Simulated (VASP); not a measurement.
# Pd (Im-3m) in VASP: single point with LDA

Aim: the single point of Pd with LDA.

Everything below comes from runs of VASP 6.6.1. Logs are shortened: lines on timing, memory, paths and dates and some standing lists are left out, and cuts for length are marked.

## (1) The cell of the first run

Symmetry: Im-3m, No. 229, cubic system. The conventional cell has a = 3.145 Å, b = 3.145 Å, c = 3.145 Å, α = 90.00°, β = 90.00°, γ = 90.00°. Pd (site symmetry m-3m) has 14 Pd at 2.72 to 3.14 Å within 3.6 Å.

## (2) Single point, LDA

File INCAR:

```
SYSTEM = Pd
  PREC = Accurate
  ENCUT = 520
  EDIFF = 1E-6
  ISMEAR = -1
  SIGMA = 0.05
  LREAL = .FALSE.
  LASPH = .TRUE.
  NELM = 80
  ALGO = Normal
  ISIF = 2
  LWAVE = .FALSE.
  LCHARG = .FALSE.
  GGA = CA
  NBANDS = 11
```

File KPOINTS:

```
regular mesh
0
G
  10 10 10
  0 0 0
```

File POSCAR:

```
Pd
1.0
   -1.5722810000      1.5722810000      1.5722810000
    1.5722810000     -1.5722810000      1.5722810000
    1.5722810000      1.5722810000     -1.5722810000
Pd
1
Direct
    0.0000000000      0.0000000000      0.0000000000
```

Potentials or basis: VASP PAW LDA potentials, release 64 (Pd).

Run with:

```bash
$ cat potpaw_LDA.64/Pd/POTCAR > POTCAR
$ mpirun -np 1 vasp_std > vasp.out
```

OUTCAR:

```text
SYSTEM = Pd
   PREC = Accurate
   ENCUT = 520
   EDIFF = 1E-6
   ISMEAR = -1
   LREAL = .FALSE.
   LASPH = .TRUE.
   NELM = 80
   ISIF = 2
   GGA = CA

 ion  position               nearest neighbor table
   1  0.000  0.000  0.000-

  LATTYP: Found a body centered cubic cell.
 ALAT       =     3.1445620000

  Lattice vectors:

 A1 = (  -1.5722810000,   1.5722810000,   1.5722810000)
 A2 = (   1.5722810000,  -1.5722810000,   1.5722810000)
 A3 = (   1.5722810000,   1.5722810000,  -1.5722810000)

Analysis of symmetry for initial positions (statically):
=====================================================================
 Subroutine PRICEL returns:
 Original cell was already a primitive cell.

 Routine SETGRP: Setting up the symmetry group for a
 body centered cubic supercell.

 Subroutine GETGRP returns: Found 48 space group operations
 (whereof 48 operations were pure point group operations)
 out of a pool of 48 trial point group operations.

The static configuration has the point symmetry O_h .

Analysis of symmetry for dynamics (positions and initial velocities):
=====================================================================
 Subroutine PRICEL returns:
 Original cell was already a primitive cell.

 Routine SETGRP: Setting up the symmetry group for a
 body centered cubic supercell.

 Subroutine GETGRP returns: Found 48 space group operations
 (whereof 48 operations were pure point group operations)
 out of a pool of 48 trial point group operations.

The dynamic configuration has the point symmetry O_h .

 Subroutine INISYM returns: Found 48 space group operations
 (whereof 48 operations are pure point group operations),
 and found     1 'primitive' translations

----------------------------------------------------------------------------------------

                                     Primitive cell

  volume of cell :      15.5471

  direct lattice vectors                    reciprocal lattice vectors
    -1.572281000  1.572281000  1.572281000     0.000000000  0.318009313  0.318009313
     1.572281000 -1.572281000  1.572281000     0.318009313  0.000000000  0.318009313
     1.572281000  1.572281000 -1.572281000     0.318009313  0.318009313  0.000000000

  length of vectors
     2.723270576  2.723270576  2.723270576     0.449733083  0.449733083  0.449733083

  position of ions in fractional coordinates (direct lattice)
     0.000000000  0.000000000  0.000000000

  ion indices of the primitive-cell ions
   primitive index   ion index
                 1           1

----------------------------------------------------------------------------------------

 KPOINTS: regular mesh

Automatic generation of k-mesh.
 Grid dimensions read from file:
 generate k-points for:   10   10   10

 Generating k-lattice:

  Cartesian coordinates                     Fractional coordinates (reciprocal lattice)
     0.000000000  0.031800931  0.031800931     0.100000000  0.000000000  0.000000000
     0.031800931  0.000000000  0.031800931     0.000000000  0.100000000  0.000000000
     0.031800931  0.031800931  0.000000000     0.000000000  0.000000000  0.100000000

  Length of vectors
     0.044973308  0.044973308  0.044973308

  Shift w.r.t. Gamma in fractional coordinates (k-lattice)
     0.000000000  0.000000000  0.000000000

 Subroutine IBZKPT returns following result:
 ===========================================

 Found     47 irreducible k-points:

 Following reciprocal coordinates:
            Coordinates               Weight
  0.000000  0.000000  0.000000      1.000000
  0.100000  0.000000  0.000000     12.000000
  0.200000  0.000000  0.000000     12.000000
  0.300000  0.000000  0.000000     12.000000
  0.400000  0.000000  0.000000     12.000000
  0.500000  0.000000  0.000000      6.000000
[... 16 lines left out ...]
  0.300000  0.300000  0.100000      8.000000
 -0.300000  0.300000  0.100000     24.000000
 [... further k-points ...]
   k-points           NKPTS =     47   k-points in BZ     NKDIM =     47   number of bands    NBANDS=     11
   number of dos      NEDOS =    301   number of ions     NIONS =      1
   total plane-waves  NPLWV =   8000
   dimension x,y,z NGX =    20 NGY =   20 NGZ =   20
   dimension x,y,z NGXF=    40 NGYF=   40 NGZF=   40
   ions per type =               1
   NGX,Y,Z   is equivalent  to a cutoff of  12.21, 12.21, 12.21 a.u.
   NGXF,Y,Z  is equivalent  to a cutoff of  24.42, 24.42, 24.42 a.u.
 SYSTEM =  Pd
   PREC   = accura    normal or accurate (medium, high low for compatibility)
   ISTART =      0    job   : 0-new  1-cont  2-samecut
   ICHARG =      2    charge: 1-file 2-atom 10-const
   ISPIN  =      1    spin polarized calculation?
   LNONCOLLINEAR =      F non collinear calculations
   LSORBIT =      F    spin-orbit coupling
   LASPH  =      T    aspherical Exc in radial PAW
   ENCUT  =  520.0 eV  38.22 Ry    6.18 a.u.   5.06  5.06  5.06*2*pi/ulx,y,z
   NELM   =     80;   NELMIN=  2; NELMDL= -5     # of ELM steps
   EDIFF  = 0.1E-05   stopping-criterion for ELM
   LREAL  =      F    real-space projection
   EDIFFG = 0.1E-04   stopping-criterion for IOM
   NSW    =      0    number of steps for IOM
   IBRION =     -1    ionic relax: 0-MD 1-quasi-New 2-CG
   NFREE  =      0    steps in history (QN), initial steepest desc. (CG)
   ISIF   =      2    stress and relaxation
   ISYM   =      2    0-nonsym 1-usesym 2-fastsym
   POTIM  = 0.5000    time-step for ionic-motion
   TEBEG  =    0.0;   TEEND  =   0.0 temperature during run
   PSTRESS=    0.0 pullay stress
   NELECT =      10.0000    total number of electrons
   NUPDOWN=      -1.0000    fix difference up-down
   EMIN   =  10.00;   EMAX   =-10.00  energy-range for DOS
   EFERMI =   0.00;   METHOD = LEGACY
   ISMEAR =    -1;   SIGMA  =   0.05  broadening in eV -4-tet -1-fermi 0-gaus
   EFERMI_NEDOS =   21; number of points for ismear=-14 and -15
   IALGO  =     38    algorithm
   IMIX   =      4    mixing-type and parameters
     AMIX     =   0.40;   BMIX     =  1.00
     AMIX_MAG =   1.60;   BMIX_MAG =  1.00
  volume/ion in A,a.u.               =      15.55       104.92
  Fermi-wavevector in a.u.,A,eV,Ry     =   1.413160  2.670485 27.171123  1.997021
  Thomas-Fermi vector in A             =   2.534834
   LORBIT       =      0    0 simple, 1 ext, 2 COOP (PROOUT), +10 PAW based schemes
   GGA     = CA    functional components
   LHFCALC =     F    Hartree Fock is set to
   AEXX    =    0.0000 exact exchange contribution
   IVDW    =     0    specifies the selected vdW correction
   LEPSILON=     F    determine dielectric tensor
   LRPA    =     F    only Hartree local field effects (RPA)
 non-spin polarized calculation
  energy-cutoff  :      520.00
  volume of cell :       15.55
 maximum number of plane-waves:       430
   NGX = 11   NGY = 11   NGZ = 11

 number of electron      10.0000005 magnetization

 Free energy of the ion-electron system (eV)
  ---------------------------------------------------
  ext. energy  EPLUGINS =         0.00000000
  ---------------------------------------------------
  free energy    TOTEN  =        -6.37803623 eV

  energy without entropy =       -6.36603840  energy(sigma->0) =       -6.37203732

 E-fermi :   8.7143     XC(G=0): -13.1949

 val. band max:        8.7015228526   @ k =  -0.4000   0.4000   0.2000
 cond. band min:       8.7484715250   @ k =   0.4000   0.0000   0.0000
 fundamental gap:      0.0469486724
 Fermi energy:         8.7142586003

 k-point     1 :       0.0000    0.0000    0.0000
  band No.  band energies     occupation
      1       1.8867      2.00000
      2       5.9486      2.00000
      3       5.9486      2.00000
      4       5.9486      2.00000
      5       7.8489      2.00000
      6       7.8489      2.00000
      7      27.9174      0.00000
      8      27.9174      0.00000
      9      27.9174      0.00000
     10      34.8934      0.00000
     11      36.0082      0.00000

 k-point     2 :       0.1000    0.0000    0.0000
  band No.  band energies     occupation
      1       2.2484      2.00000
      2       5.8310      2.00000
      3       5.9533      2.00000
      4       6.2023      2.00000
      5       7.7201      2.00000
      6       7.8582      2.00000
      7      27.5667      0.00000
      8      27.9086      0.00000
      9      28.3377      0.00000
     10      33.5901      0.00000
     11      34.0547      0.00000

 k-point     3 :       0.2000    0.0000    0.0000
  band No.  band energies     occupation
      1       3.1733      2.00000
      2       5.5354      2.00000
      3       6.0079      2.00000
      4       6.9130      2.00000
      5       7.5456      2.00000
      6       7.8931      2.00000
      7      25.4684      0.00000
      8      27.0743      0.00000
      9      29.4496      0.00000
     10      32.1287      0.00000
     11      32.6182      0.00000

 k-point     4 :       0.3000    0.0000    0.0000
  band No.  band energies     occupation
      1       3.8770      2.00000
      2       5.1922      2.00000
      3       6.7593      2.00000
      4       7.5896      2.00000
      5       7.9111      2.00000
      6       7.9586      2.00000
      7      21.7845      0.00000
      8      25.4260      0.00000
      9      29.0430      0.00000
     10      30.8373      0.00000
     11      32.7214      0.00000

 k-point     5 :       0.4000    0.0000    0.0000
  band No.  band energies     occupation
      1       3.8484      2.00000
      2       4.9302      2.00000
      3       7.6824      2.00000
      4       8.0311      2.00000
      5       8.7485      0.67062
      6       8.8577      0.10746
      7      18.1179      0.00000
      8      24.1336      0.00000
      9      26.7454      0.00000
     10      31.9476      0.00000
     11      33.2583      0.00000

 k-point     6 :       0.5000    0.0000    0.0000
  band No.  band energies     occupation
      1       3.7586      2.00000
      2       4.8334      2.00000
      3       7.7619      2.00000
      4       8.0638      2.00000
      5       9.2658      0.00003
      6      10.1387      0.00000
      7      16.1734      0.00000
      8      23.6653      0.00000
      9      25.8739      0.00000
     10      32.3610      0.00000
     11      33.6191      0.00000

 k-point     7 :       0.1000    0.1000    0.0000
  band No.  band energies     occupation
      1       2.9111      2.00000
      2       5.7101      2.00000
      3       5.8078      2.00000
      4       6.7586      2.00000
      5       7.5325      2.00000
      6       7.9165      2.00000
      7      26.6446      0.00000
      8      27.2780      0.00000
      9      28.8291      0.00000
     10      31.4204      0.00000
     11      32.8441      0.00000

 k-point     8 :       0.2000    0.1000    0.0000
  band No.  band energies     occupation
      1       3.8599      2.00000
      2       5.4072      2.00000
      3       5.8784      2.00000
      4       7.4404      2.00000
      5       7.7594      2.00000
      6       8.0576      2.00000
      7      23.8252      0.00000
      8      25.5755      0.00000
      9      28.6748      0.00000
     10      30.0379      0.00000
     11      33.7021      0.00000
[... 141 lines left out ...]
 k-point    19 :      -0.1000    0.1000    0.1000
  band No.  band energies     occupation
      1       2.6003      2.00000
      2       5.9813      2.00000
      3       5.9813      2.00000
      4       6.1975      2.00000
      5       7.4084      2.00000
      6       8.0187      2.00000
      7      27.0984      0.00000
      8      28.5686      0.00000
      9      28.5686      0.00000
     10      30.6973      0.00000
     11      34.4544      0.00000

 k-point    20 :       0.2000    0.2000    0.1000
  band No.  band energies     occupation
      1       4.7688      2.00000
      2       5.1535      2.00000
      3       5.7951      2.00000
      4       7.8427      2.00000
      5       8.0416      2.00000
      6      11.3734      0.00000
      7      20.1871      0.00000
      8      20.9976      0.00000
      9      23.1963      0.00000
     10      32.5653      0.00000
     11      34.8591      0.00000

 k-point    21 :       0.3000    0.2000    0.1000
  band No.  band energies     occupation
      1       4.6657      2.00000
      2       5.0985      2.00000
      3       6.3315      2.00000
      4       7.9408      2.00000
      5       8.1012      1.99999
      6      13.7145      0.00000
      7      17.1466      0.00000
      8      19.8173      0.00000
      9      22.5934      0.00000
     10      33.6978      0.00000
     11      34.8687      0.00000

 k-point    22 :      -0.2000    0.2000    0.1000
  band No.  band energies     occupation
      1       3.4950      2.00000
      2       5.7719      2.00000
      3       6.0376      2.00000
      4       6.8468      2.00000
      5       7.0818      2.00000
      6       8.1822      1.99995
      7      25.7054      0.00000
      8      26.9460      0.00000
      9      28.7043      0.00000
     10      30.5301      0.00000
     11      32.9145      0.00000

 k-point    23 :       0.3000    0.3000    0.1000
  band No.  band energies     occupation
      1       4.6985      2.00000
      2       5.7089      2.00000
      3       5.7089      2.00000
      4       8.0526      2.00000
      5       8.0526      2.00000
      6      16.5466      0.00000
      7      16.5466      0.00000
      8      16.8215      0.00000
      9      22.4454      0.00000
     10      34.8739      0.00000
     11      34.8740      0.00000

 k-point    24 :      -0.3000    0.3000    0.1000
  band No.  band energies     occupation
      1       4.1684      2.00000
      2       5.4532      2.00000
      3       6.3236      2.00000
      4       7.2738      2.00000
      5       7.8521      2.00000
      6       8.5265      1.95430
      7      22.0224      0.00000
      8      25.4611      0.00000
      9      27.3750      0.00000
     10      31.5858      0.00000
     11      32.6781      0.00000

 [... further k-points ...]
[... 5 lines left out ...]
  --------------------------------------------------------------------------------------
  -------------------------------------------------------------------------------------
  Total       -1.4560584     -1.4560584     -1.4560584      0.0000000     -0.0000000      0.0000000
  in kB     -150.0509961   -150.0509961   -150.0509961      0.0000000     -0.0000000      0.0000000
  external PRESSURE =    -150.0509961 kB  Pullay stress =       0.0000000 kB

 VOLUME and BASIS-vectors are now :
 -----------------------------------------------------------------------------
  energy-cutoff  :      520.00
  volume of cell :       15.55
      direct lattice vectors                 reciprocal lattice vectors
    -1.572281000  1.572281000  1.572281000     0.000000000  0.318009313  0.318009313
     1.572281000 -1.572281000  1.572281000     0.318009313  0.000000000  0.318009313
     1.572281000  1.572281000 -1.572281000     0.318009313  0.318009313  0.000000000

 POSITION                                       TOTAL-FORCE (eV/Angst)
 -----------------------------------------------------------------------------------
      0.00000      0.00000      0.00000        -0.000000     -0.000000      0.000000
 -----------------------------------------------------------------------------------
    total drift:                                0.000000     -0.000000      0.000000

  FREE ENERGIE OF THE ION-ELECTRON SYSTEM (eV)
  ---------------------------------------------------
  free  energy   TOTEN  =        -6.3780362321 eV

  energy  without entropy=       -6.3660384007  energy(sigma->0) =       -6.37203732
```

Wall time 5.4 s (1 thread of AMD EPYC 7R13 (Zen 3), shared host); peak memory 0.09 GiB.

What came out:

```yaml
Free_energy: -6.3780 eV
Pressure: -15.0 GPa
Band_gap_on_the_k_mesh: zero (band 5 reaches 9.27 eV, above the bottom of band 6 at 7.83 eV)
```
